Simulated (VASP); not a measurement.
Set up this calculation in VASP 6.6.1, as the native input.

- Task: single point
- Functional: PBE
- Potentials or basis: VASP PAW PBE potentials, release 64 (In_d)
- Cutoff: 520 eV
- k mesh: 16 × 16 × 16
- Occupations: gaussian, width 0.1 eV
- Spin: no spin polarisation
- Dipole correction: no
- Further INCAR settings: ALGO = Normal; EDIFF = 1e-06; NBANDS = 12

The structure of In lies in POSCAR:

```
In
1.0
   -1.9471095824      1.9471095824      1.9471095824
    1.9471095824     -1.9471095824      1.9471095824
    1.9471095824      1.9471095824     -1.9471095824
In
1
Direct
    0.0000000000      0.0000000000      0.0000000000
```

This cell differs from its parent crystal: volume scaled by 1.06.

One way to write it, as run:

INCAR

```
SYSTEM = In
ALGO = Normal
EDIFF = 1E-6
ENCUT = 520
GGA = PE
ISIF = 2
ISMEAR = 0
LASPH = .True.
LCHARG = .False.
LREAL = .False.
LWAVE = .False.
NBANDS = 12
NELM = 60
PREC = Accurate
SIGMA = 0.1
```

KPOINTS

```
k-points
0
Gamma
  16 16 16
  0 0 0
```

Potentials or basis: VASP PAW PBE potentials, release 64 (In_d).

Run with:

```sh
$ cat potpaw_PBE.64/In_d/POTCAR > POTCAR
$ mpirun -np 1 vasp_std > vasp.out
```

Results of the run:

The pressure is -1.8 GPa.

Run time: 61 s on 1 thread of Intel Xeon 8259CL, on a shared host, peak memory 0.19 GiB.
